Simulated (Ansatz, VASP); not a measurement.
# One calculation of HfN, two programs

```
CELL_PARAMETERS angstrom
0.00000 2.45482 2.45482
2.45482 0.00000 2.45482
2.45482 2.45482 0.00000
ATOMIC_POSITIONS crystal
Hf 0.98982 0.98982 0.01018
N 0.75000 0.75000 0.75000
```

Change from the starting cell: all Hf atoms moved -0.050 Å, as atom 1 along Cartesian [0 0 1].

Alike in both runs: task single point; functional PBEsol; k mesh 16 × 16 × 16; occupations gaussian, width 0.15 eV; no spin polarisation.

```csv
,VASP,Ansatz
version,VASP 6.6.1,Ansatz 0.2.0
potentials or method,"VASP PAW PBE potentials, release 64 (Hf_pv, N), cutoff 520 eV","scalar-relativistic, plane waves, PAW"
valence electrons in the cell,15,31
```

Ansatz gave:

```
gap on the k mesh at the Fermi level (eV)                     : none
pressure (GPa)                                                : -4.8
traceless stress, the component that is largest in VASP (GPa) : 2.59
rms of the force components (eV/Å)                            : 0.329
```

Question: What did VASP give for the same quantities?

Answer: gap on the k mesh at the Fermi level (eV): none; pressure (GPa): -5.7; traceless stress, the component that is largest in VASP (GPa): 2.59; rms of the force components (eV/Å): 0.330.

VASP's potentials were made for PBE, not for PBEsol. Atom by atom the forces differ by 0.001 eV/Å (rms over components). A gap of «none» marks a metal or a gap that the smearing closes. With one functional, cell and mesh, what is left measures potentials, basis and numerics. VASP's potentials hold 15 valence electrons a cell and Ansatz's 31, so a difference there can come from the potentials and not from the codes.

Spin-orbit coupling is off throughout.
